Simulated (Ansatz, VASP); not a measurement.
Rh: VASP beside Ansatz

```
Rh
1.0
     0.00000    1.84450    1.90155
     1.84450    0.00000    1.90155
     1.84450    1.84450    0.00000
Rh
1
Direct
  0.00000 0.00000 0.00000
```

Change from the starting cell: equal xx and yy strain of -3 %.

Alike in both runs: task single point; functional PBEsol; k mesh 16 × 16 × 16; occupations fermi-dirac, width 0.08 eV; no spin polarisation.

|  | VASP | Ansatz |
| --- | --- | --- |
| version | VASP 6.6.1 | Ansatz 0.2.0 |
| potentials or method | VASP PAW PBE potentials, release 64 (Rh_pv), cutoff 520 eV | all-electron LAPW, scalar-relativistic |

|  | VASP | Ansatz | Ansatz less VASP |
| --- | --- | --- | --- |
| pressure (GPa) | 14.4 | 14.5 | +0.08 |
| traceless stress, the component that is largest in VASP (GPa) | -5.98 | -6.00 | -0.011 |

VASP's potentials were made for PBE, not for PBEsol. Ansatz ran all-electron here, and VASP with PAW potentials.
